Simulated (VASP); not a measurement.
Runs of VASP 6.6.1 on In. The structure is that of space group I4/mmm (No. 139), or close to it. The cells are those of the table. 

```tsv
cell	further INCAR settings	gap on the mesh (eV)	pressure (GPa)
a = 3.382 Å, angles 123.5, 123.5, 84.1°, 1 atom	ALGO = Fast; EDIFF = 1e-06; NBANDS = 12	none	2.7
a = 3.432 Å, angles 123.4, 123.4, 84.1°, 1 atom	ALGO = Fast; EDIFF = 1e-07; NBANDS = 12	none	(b)
a = 3.331 Å, angles 123.5, 123.5, 84.1°, 1 atom	ALGO = Fast; EDIFF = 1e-06; NBANDS = 12	none	5.2
a = 3.409 Å, angles 124.0, 124.0, 83.3°, 1 atom	ALGO = Fast; EDIFF = 1e-07; NBANDS = 12	none	2.0
a = 3.405 Å, angles 122.9, 122.9, 85.0°, 1 atom	ALGO = Fast; EDIFF = 1e-06; NBANDS = 12	none	1.3
a = 3.354 Å, angles 123.0, 123.0, 85.0°, 1 atom	ALGO = Fast; EDIFF = 1e-06; NBANDS = 12	none	(a)
```

Alike in all rows: task single point; level PBE; potentials or basis VASP PAW PBE potentials, release 64 (In_d); no spin polarisation; k mesh 20 × 20 × 20; cutoff (eV) 520; smearing gaussian 0.15 eV.

Problem. Estimate the missing entries.

Solution. (a) 3.5; (b) 0.7.

Caveats: spin-orbit coupling is left out, which moves the levels of the heavy elements; the cell stands under pressure (at least some runs).

A k mesh can miss the band edges, and the runs leave out spin-orbit coupling on In.

A gap of «none» marks levels without a gap at the run's occupations.
